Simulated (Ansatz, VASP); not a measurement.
TaN: VASP beside Ansatz

```
CELL_PARAMETERS angstrom
0.00000 -2.20811 -2.20811
0.00000 2.20811 -2.20811
4.41622 0.00000 0.00000
ATOMIC_POSITIONS crystal
Ta 0.46358 0.53642 0.00684
Ta 0.03642 0.96358 0.49316
N 0.54060 0.45940 0.51547
N 0.95940 0.04060 0.98453
```

Change from the starting cell: mode 1 frozen in at +0.068 Å and mode 2 at +0.179 Å (largest displacements).

Alike in both runs: task single point; functional PBE; k mesh 14 × 14 × 10; occupations gaussian, width 0.15 eV; no spin polarisation.

|  | VASP | Ansatz |
| --- | --- | --- |
| version | VASP 6.6.1 | Ansatz 0.2.0 |
| potentials or method | VASP PAW PBE potentials, release 64 (Ta_pv, N), cutoff 520 eV | scalar-relativistic, plane waves, PAW |
| valence electrons in the cell | 32 | 36 |

```tsv
	VASP	Ansatz	Ansatz less VASP
gap on the k mesh at the Fermi level (eV)	none	none	-
pressure (GPa)	1.3	0.4	-0.96
traceless stress, the component that is largest in VASP (GPa)	7.98	7.88	-0.098
rms of the force components (eV/Å)	0.393	0.392	-0.0008
```

Atom by atom the forces differ by 0.010 eV/Å (rms over components). A gap of «none» marks a metal or a gap that the smearing closes. The functional is the same, so the differences come from potentials, cutoffs and numerics. VASP's potentials hold 32 valence electrons a cell and Ansatz's 36, so a difference there can come from the potentials and not from the codes.

Neither program's run includes spin-orbit coupling.
